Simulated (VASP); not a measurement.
Set up this calculation in VASP 6.6.1, as the native input.

```yaml
Task: single point
Functional: r2SCAN
Potentials_or_basis: VASP PAW PBE potentials, release 64 (Pt)
Cutoff: 550 eV
k_mesh: 18 × 18 × 18
Occupations: fermi-dirac, width 0.05 eV
Spin: no spin polarisation
Dipole_correction: no
Further_INCAR_settings: ALGO = Normal; EDIFF = 1e-06; NBANDS = 11
```

The system is Pt.

```
CELL_PARAMETERS angstrom
0.00000 1.97023 1.97023
1.97023 0.00000 1.97023
1.97023 1.97023 0.00000
ATOMIC_POSITIONS crystal
Pt 0.00000 0.00000 0.00000
```

One way to write it, as run:

POSCAR

```
Pt
1.0
    0.0000000000      1.9702320087      1.9702320087
    1.9702320087      0.0000000000      1.9702320087
    1.9702320087      1.9702320087      0.0000000000
Pt
1
Direct
    0.0000000000      0.0000000000      0.0000000000
```

INCAR.step1

```
SYSTEM = Pt
PREC = Accurate
ENCUT = 550
ISMEAR = -1
SIGMA = 0.05
LREAL = .False.
LASPH = .True.
NELM = 120
NBANDS = 11
GGA = PE
ALGO = Normal
EDIFF = 1E-5
LWAVE = .True.
LCHARG = .False.
GGA_COMPAT = .False.
```

INCAR.step2

```
SYSTEM = Pt
PREC = Accurate
ENCUT = 550
EDIFF = 1E-6
ISMEAR = -1
SIGMA = 0.05
LREAL = .False.
LASPH = .True.
NELM = 120
ALGO = Normal
ISIF = 2
LWAVE = .False.
LCHARG = .True.
METAGGA = R2SCAN
LMIXTAU = .True.
LELF = .True.
LVHAR = .True.
NBANDS = 11
ISTART = 1
GGA_COMPAT = .False.
```

KPOINTS

```
regular mesh
0
Gamma
  18 18 18
  0 0 0
```

Potentials or basis: VASP PAW PBE potentials, release 64 (Pt).

The run is started by

```sh
$ cat potpaw_PBE.64/Pt/POTCAR > POTCAR
$ cp INCAR.step1 INCAR
$ mpirun -np 1 vasp_std > vasp.out
$ cp INCAR.step2 INCAR
$ mpirun -np 1 vasp_std > vasp.out
```

Results of the run:

```
Pressure               : 0.7 GPa
Band gap on the k mesh : zero (bands 5 and 6 overlap by 2.32 eV)
```

Caveat: the PAW data sets were made with another functional, which shifts forces and pressure a little; spin-orbit coupling is left out, which moves the levels of the heavy elements.

Wall time 2.1 min on 1 thread of AMD EPYC 7R13 Processor (Zen 3), on a shared host, peak memory 0.14 GiB.
